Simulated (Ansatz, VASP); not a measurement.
# Two plane-wave programs on SrVO3

```
Sr V O
1.0
     3.84090    0.00000    0.00000
     0.00000    3.84090    0.00000
     0.00000    0.00000    3.84090
Sr V O
1 1 3
Direct
  0.50000 0.50000 0.50000
  0.00000 0.00000 0.00000
  0.50000 0.00000 0.00000
  0.00000 0.50000 0.00000
  0.00000 0.00000 0.50000
```

Alike in both runs: task electric field gradients; functional PBE; k mesh 6 × 6 × 6; occupations fermi-dirac, width 0.02 eV; collinear spin.

|  | VASP | Ansatz |
| --- | --- | --- |
| version | VASP 6.6.1 | Ansatz 0.2.0 |
| potentials or method | VASP PAW PBE potentials, release 64 (Sr_sv, V_sv, O) | plane-wave PAW, scalar-relativistic |
| plane-wave cutoff (eV) | 520 | 420 |
| valence electrons in the cell | 41 | 41 |

```tsv
	VASP	Ansatz	Ansatz less VASP
pressure (GPa)	3.7	2.8	-0.90
net moment per atom (μB)	0.10	0.10	0.000
size of the moment on the site where the two differ most (μB)	0.48	0.38	-0.095
size of Vzz on the site where it differs most (V/Å²)	30.9	32.6	+1.66
```

Site moments also hang on the region over which each program counts them. With one functional, cell and mesh, what is left measures potentials, basis and numerics.
